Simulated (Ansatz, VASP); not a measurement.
## Two plane-wave programs on KBr

```
K Br
1.0
     3.95671    0.00000    0.00000
     0.00000    3.95671    0.00000
     0.00000    0.00000    3.95671
K Br
1 1
Direct
  0.00000 0.00000 0.00000
  0.50000 0.50000 0.50000
```

Alike in both runs: task single point; functional PBE; k mesh 6 × 6 × 6; no spin polarisation.

```csv
,VASP,Ansatz
version,VASP 6.6.1,Ansatz 0.2.0
potentials or method,"VASP PAW PBE potentials, release 64 (K_sv, Br)","plane waves, PAW"
plane-wave cutoff (eV),520,420
occupations,"gaussian, width 0.01 eV",fixed
valence electrons in the cell,16,16
```

VASP gave:

```
gap on the k mesh at the Fermi level (eV) : 4.07
pressure (GPa)                            : 1.2
```

Estimate Ansatz's values.

gap on the k mesh at the Fermi level (eV): 4.07; pressure (GPa): 1.1.
